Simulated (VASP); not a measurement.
# Hf (P6_3/mmc) in VASP: further runs, part 3 of 4

VASP 6.6.1. Earlier steps stand in the parts before.

## (5) Relaxation of cell and atoms, PBEsol+D4

This run uses another cell than the first one, of 22.38 Å³/atom.

Contents of INCAR:

```
PREC = Accurate
ENCUT = 600
EDIFF = 1E-6
ISMEAR = -1
SIGMA = 0.05
LREAL = False
LASPH = True
NELM = 80
ALGO = Normal
ISIF = 3
LWAVE = False
LCHARG = False
GGA = PS
IVDW = 13
IBRION = 2
NSW = 60
EDIFFG = -0.01
```

Contents of KPOINTS:

```
regular mesh
0
Gamma
  10 10 5
```

Contents of POSCAR:

```
Hf
1.0
    3.1967000000      0.0000000000      0.0000000000
   -1.5983500000      2.7684234083      0.0000000000
    0.0000000000      0.0000000000      5.0578000000
Hf
2
Direct
    0.6666666667      0.3333333333      0.7500000000
    0.3333333333      0.6666666667      0.2500000000
```

Potentials or basis: VASP PAW PBE potentials, release 64 (Hf_pv).

On the command line:

```console
> cat potpaw_PBE.64/Hf_pv/POTCAR > POTCAR
> mpirun -np 1 vasp_std > vasp.out
```

OUTCAR:

```text
PREC = Accurate
   ENCUT = 600
   EDIFF = 1E-6
   ISMEAR = -1
   LREAL = False
   LASPH = True
   NELM = 80
   ISIF = 3
   GGA = PS
   IVDW = 13
   IBRION = 2
   NSW = 60
   EDIFFG = -0.01

 ion  position               nearest neighbor table
   1  0.667  0.333  0.750-   2 3.13   2 3.13   2 3.13   2 3.13   2 3.13   2 3.13
   2  0.333  0.667  0.250-   1 3.13   1 3.13   1 3.13   1 3.13   1 3.13   1 3.13

  LATTYP: Found a hexagonal cell.
 ALAT       =     3.1967000000
 C/A-ratio  =     1.5821941377

  Lattice vectors:

 A1 = (   3.1967000000,   0.0000000000,   0.0000000000)
 A2 = (  -1.5983500000,   2.7684234083,   0.0000000000)
 A3 = (   0.0000000000,   0.0000000000,   5.0578000000)

Analysis of symmetry for initial positions (statically):
=====================================================================
 Subroutine PRICEL returns:
 Original cell was already a primitive cell.

 Routine SETGRP: Setting up the symmetry group for a
 hexagonal supercell.

 Subroutine GETGRP returns: Found 24 space group operations
 (whereof 12 operations were pure point group operations)
 out of a pool of 24 trial point group operations.

The static configuration has the point symmetry D_3d.
 The point group associated with its full space group is D_6h.

Analysis of symmetry for dynamics (positions and initial velocities):
=====================================================================
 Subroutine PRICEL returns:
 Original cell was already a primitive cell.

 Routine SETGRP: Setting up the symmetry group for a
 hexagonal supercell.

 Subroutine GETGRP returns: Found 24 space group operations
 (whereof 12 operations were pure point group operations)
 out of a pool of 24 trial point group operations.

The dynamic configuration has the point symmetry D_3d.
 The point group associated with its full space group is D_6h.

 Subroutine INISYM returns: Found 24 space group operations
 (whereof 12 operations are pure point group operations),
 and found     1 'primitive' translations

----------------------------------------------------------------------------------------

                                     Primitive cell

  volume of cell :      44.7606

  direct lattice vectors                    reciprocal lattice vectors
     3.196700000  0.000000000  0.000000000     0.312822598  0.180608211  0.000000000
    -1.598350000  2.768423408  0.000000000     0.000000000  0.361216423  0.000000000
     0.000000000  0.000000000  5.057800000     0.000000000  0.000000000  0.197714421

  length of vectors
     3.196700000  3.196700000  5.057800000     0.361216423  0.361216423  0.197714421

  position of ions in fractional coordinates (direct lattice)
     0.666666667  0.333333333  0.750000000
     0.333333333  0.666666667  0.250000000

  ion indices of the primitive-cell ions
   primitive index   ion index
                 1           1
                 2           2

----------------------------------------------------------------------------------------

 KPOINTS: regular mesh

Automatic generation of k-mesh.
 Grid dimensions read from file:
 generate k-points for:   10   10    5

 Generating k-lattice:

  Cartesian coordinates                     Fractional coordinates (reciprocal lattice)
     0.031282260  0.018060821  0.000000000     0.100000000 -0.000000000  0.000000000
     0.000000000  0.036121642  0.000000000     0.000000000  0.100000000  0.000000000
     0.000000000  0.000000000  0.039542884     0.000000000  0.000000000  0.200000000

  Length of vectors
     0.036121642  0.036121642  0.039542884

  Shift w.r.t. Gamma in fractional coordinates (k-lattice)
     0.000000000  0.000000000  0.000000000

 Subroutine IBZKPT returns following result:
 ===========================================

 Found     42 irreducible k-points:

 Following reciprocal coordinates:
            Coordinates               Weight
  0.000000  0.000000  0.000000      1.000000
  0.100000  0.000000  0.000000      6.000000
  0.200000  0.000000  0.000000      6.000000
  0.300000  0.000000  0.000000      6.000000
  0.400000  0.000000  0.000000      6.000000
  0.500000  0.000000  0.000000      3.000000
[... 16 lines left out ...]
  0.300000  0.100000  0.200000     24.000000
  0.400000  0.100000  0.200000     24.000000
 [... further k-points ...]
   k-points           NKPTS =     42   k-points in BZ     NKDIM =     42   number of bands    NBANDS=     14
   number of dos      NEDOS =    301   number of ions     NIONS =      2
   total plane-waves  NPLWV =  31360
   dimension x,y,z NGX =    28 NGY =   28 NGZ =   40
   dimension x,y,z NGXF=    56 NGYF=   56 NGZF=   80
   ions per type =               2
   NGX,Y,Z   is equivalent  to a cutoff of  14.56, 14.56, 13.15 a.u.
   NGXF,Y,Z  is equivalent  to a cutoff of  29.12, 29.12, 26.30 a.u.
 SYSTEM =  unknown system
   PREC   = accura    normal or accurate (medium, high low for compatibility)
   ISTART =      0    job   : 0-new  1-cont  2-samecut
   ICHARG =      2    charge: 1-file 2-atom 10-const
   ISPIN  =      1    spin polarized calculation?
   LNONCOLLINEAR =      F non collinear calculations
   LSORBIT =      F    spin-orbit coupling
   LASPH  =      T    aspherical Exc in radial PAW
   ENCUT  =  600.0 eV  44.10 Ry    6.64 a.u.   6.38  6.38 10.10*2*pi/ulx,y,z
   NELM   =     80;   NELMIN=  2; NELMDL= -5     # of ELM steps
   EDIFF  = 0.1E-05   stopping-criterion for ELM
   LREAL  =      F    real-space projection
   EDIFFG = -.1E-01   stopping-criterion for IOM
   NSW    =     60    number of steps for IOM
   IBRION =      2    ionic relax: 0-MD 1-quasi-New 2-CG
   NFREE  =      1    steps in history (QN), initial steepest desc. (CG)
   ISIF   =      3    stress and relaxation
   ISYM   =      2    0-nonsym 1-usesym 2-fastsym
   POTIM  = 0.5000    time-step for ionic-motion
   TEBEG  =    0.0;   TEEND  =   0.0 temperature during run
   PSTRESS=    0.0 pullay stress
   NELECT =      20.0000    total number of electrons
   NUPDOWN=      -1.0000    fix difference up-down
   EMIN   =  10.00;   EMAX   =-10.00  energy-range for DOS
   EFERMI =   0.00;   METHOD = LEGACY
   ISMEAR =    -1;   SIGMA  =   0.05  broadening in eV -4-tet -1-fermi 0-gaus
   EFERMI_NEDOS =   21; number of points for ismear=-14 and -15
   IALGO  =     38    algorithm
   IMIX   =      4    mixing-type and parameters
     AMIX     =   0.40;   BMIX     =  1.00
     AMIX_MAG =   1.60;   BMIX_MAG =  1.00
  volume/ion in A,a.u.               =      22.38       151.03
  Fermi-wavevector in a.u.,A,eV,Ry     =   1.251563  2.365112 21.312311  1.566411
  Thomas-Fermi vector in A             =   2.385505
   LORBIT       =      0    0 simple, 1 ext, 2 COOP (PROOUT), +10 PAW based schemes
   GGA     = PS    functional components
   LHFCALC =     F    Hartree Fock is set to
   AEXX    =    0.0000 exact exchange contribution
   IVDW    =    13    specifies the selected vdW correction
   LEPSILON=     F    determine dielectric tensor
   LRPA    =     F    only Hartree local field effects (RPA)
 conjugate gradient relaxation of ions
 non-spin polarized calculation
  energy-cutoff  :      600.00
  volume of cell :       44.76
 maximum number of plane-waves:      1518
 NGX is ok and might be reduce to    28
   NGX = 13   NGY = 13   NGZ = 21

--------------------------------------- Ionic step        1  -------------------------------------------

 number of electron      20.0000001 magnetization

 Free energy of the ion-electron system (eV)
  ---------------------------------------------------
  ext. energy  EPLUGINS =         0.00000000
  ---------------------------------------------------
  free energy    TOTEN  =       -20.99013392 eV

  energy without entropy =      -20.97922577  energy(sigma->0) =      -20.98467985

------------------------ aborting loop because EDIFF is reached ----------------------------------------

  DFT-D4 for vdW energy calculation

  Edisp (eV):   -0.24460
[... 111 lines left out ...]
--------------------------------------- Ionic step        4  -------------------------------------------

 number of electron      19.9999998 magnetization

 Free energy of the ion-electron system (eV)
  ---------------------------------------------------
  ext. energy  EPLUGINS =         0.00000000
  ---------------------------------------------------
  free energy    TOTEN  =       -21.01340969 eV

  energy without entropy =      -21.00450301  energy(sigma->0) =      -21.00895635

 E-fermi :   5.0696     XC(G=0): -11.6130

 val. band max:        5.0212626895   @ k =   0.1000   0.1000   0.2000
 cond. band min:       5.0813725666   @ k =   0.0000   0.0000   0.4000
 fundamental gap:      0.0601098772
 Fermi energy:         5.0696169843

 k-point     1 :       0.0000    0.0000    0.0000
  band No.  band energies     occupation
      1     -25.9100      2.00000
      2     -25.0314      2.00000
      3     -25.0314      2.00000
      4     -24.8816      2.00000
      5     -24.8804      2.00000
      6     -24.8804      2.00000
      7      -2.4556      2.00000
      8       1.2291      2.00000
      9       5.9595      0.00000
     10       6.2686      0.00000
     11       6.2686      0.00000
     12       6.5848      0.00000
     13       7.1481      0.00000
     14       7.1481      0.00000
[... 377 lines left out ...]
      1     -25.7399      2.00000
      2     -25.5887      2.00000
      3     -25.3699      2.00000
      4     -25.2307      2.00000
      5     -25.1157      2.00000
      6     -25.0331      2.00000
      7       1.5132      2.00000
      8       2.4708      2.00000
      9       3.3551      2.00000
     10       3.9521      2.00000
     11       5.7177      0.00000
     12       6.2101      0.00000
     13       6.8025      0.00000
     14      10.0976      0.00000

 [... further k-points ...]

------------------------ aborting loop because EDIFF is reached ----------------------------------------

  DFT-D4 for vdW energy calculation

  Edisp (eV):   -0.25635
[... 25 lines left out ...]
  FREE ENERGIE OF THE ION-ELECTRON SYSTEM (eV)
  ---------------------------------------------------
  free  energy   TOTEN  =       -21.2697614738 eV

  energy  without entropy=      -21.2608547929  energy(sigma->0) =      -21.26530813

 reached required accuracy - stopping structural energy minimisation
```

OSZICAR:

```text
N       E                     dE             d eps       ncg     rms          rms(c)
DAV:   1     0.486147901067E+02    0.48615E+02   -0.12528E+04  1176   0.151E+03
DAV:   2    -0.197626071086E+02   -0.68377E+02   -0.67279E+02  1470   0.285E+02
DAV:   3    -0.217652508736E+02   -0.20026E+01   -0.19792E+01  1566   0.315E+01
[... 30 lines left out ...]
DAV:   1    -0.210134863140E+02    0.15990E-03   -0.19179E-03  1188   0.387E-01    0.103E-01
DAV:   2    -0.210134289296E+02    0.57384E-04   -0.11617E-04  1224   0.915E-02    0.289E-02
DAV:   3    -0.210134112463E+02    0.17683E-04   -0.33624E-05  1212   0.453E-02    0.142E-02
DAV:   4    -0.210134094083E+02    0.18379E-05   -0.45783E-06  1266   0.173E-02    0.118E-02
DAV:   5    -0.210134096907E+02   -0.28239E-06   -0.39846E-07   636   0.439E-03
   4 F= -.21269761E+02 E0= -.21265308E+02  d E =-.350237E-01
```

Wall time 2.6 min (1 thread of Intel Xeon 8259CL, shared host); peak memory 0.2 GiB.

Results:

* Free energy: -21.2698 eV
* Relaxed volume: 21.32 Å³/atom
* Relaxed cell: a = 3.147 Å, b = 3.147 Å, c = 4.971 Å, α = 90.00°, β = 90.00°, γ = 120.00°
* Space group after relaxing (to 0.1 Å): P6_3/mmc (No. 194)
* Energy gained by relaxing: 17.5 meV/atom
* Ionic steps: 4
* Pressure after relaxing: 0.1 GPa
* Band gap on the k mesh: zero (bands 10 and 11 overlap by 1.52 eV)
* Dispersion energy per atom: -0.128 eV

The path:
```
step  energy change (eV)  largest force (eV/Å)  pressure (GPa)  volume (Å³)
   1              0.0000                0.0000           -5.13        44.76
   2              0.0176                0.0000            7.41        40.28
   3             -0.0350                0.0000           -0.06        42.68
   4             -0.0350                0.0000            0.05        42.64
```

Final structure:
```cif
data_structure
_symmetry_space_group_name_H-M 'P 1'
_symmetry_Int_Tables_number 1
_cell_length_a 3.1471
_cell_length_b 3.1471
_cell_length_c 4.9712
_cell_angle_alpha 90.000
_cell_angle_beta 90.000
_cell_angle_gamma 120.000
_cell_volume 42.64
loop_
_atom_site_label
_atom_site_type_symbol
_atom_site_fract_x
_atom_site_fract_y
_atom_site_fract_z
_atom_site_occupancy
Hf1 Hf 0.66667 0.33333 0.75000 1
Hf2 Hf 0.33333 0.66667 0.25000 1
```

Caveat: the PAW data sets were made with another functional, which shifts forces and pressure a little; spin-orbit coupling is left out, which moves the levels of the heavy elements.

(Continued in part 4 of 4.)
